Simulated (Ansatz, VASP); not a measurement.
# Mg: VASP beside Ansatz

The input INCAR:

```
SYSTEM = Mg
  ALGO = Normal
  EDIFF = 1E-8
  ENCUT = 520
  GGA = CA
  ISIF = 2
  ISMEAR = -1
  LASPH = .True.
  LCHARG = .False.
  LEFG = .True.
  LREAL = .False.
  LWAVE = .False.
  NBANDS = 7
  NELM = 100
  PREC = Accurate
  SIGMA = 0.03
```

KPOINTS

```
k-points
0
Gamma
  16 16 16
  0 0 0
```

Contents of POSCAR:

```
Mg
1.0
    0.0000000000      2.2517120548      2.2517120548
    2.2517120548      0.0000000000      2.2517120548
    2.2517120548      2.2517120548      0.0000000000
Mg
1
Direct
    0.0000000000      0.0000000000      0.0000000000
```

Input for Ansatz:

```yaml
crystal:
  lattice:
    - [0.0, 2.2517120548, 2.2517120548]
    - [2.2517120548, 0.0, 2.2517120548]
    - [2.2517120548, 2.2517120548, 0.0]
  atoms:
    - { symbol: Mg, position: [0.0, 0.0, 0.0] }
kpoints:
  mp_grid: { grid: [16, 16, 16] }
scf:
  occupations: { method: fermi_dirac, width: 0.03 }
hamiltonian:
  xc: lda
  pseudopotentials: { kind: all_electron, datasets: crystal }
output:
  forces: true
  stress: true
  eigenvalues: true
  efg: { contact_densities: true }
```

Change from the starting cell: volume scaled by 1.01, crystal datasets.

Alike in both runs: task electric field gradients; functional LDA; k mesh 16 × 16 × 16; occupations fermi-dirac, width 0.03 eV; no spin polarisation.

```csv
,VASP,Ansatz
version,VASP 6.6.1,Ansatz 0.2.0
potentials or method,"VASP PAW LDA potentials, release 64 (Mg), cutoff 520 eV","all-electron PAW with datasets made for the crystal, scalar-relativistic"
```

```tsv
	VASP	Ansatz	Ansatz less VASP
pressure (GPa)	-2.0	-1.6	+0.34
```

LDA's correlation is that of Perdew and Zunger in VASP and of Perdew and Wang (1992) in Ansatz. Ansatz ran all-electron here, and VASP with PAW potentials.
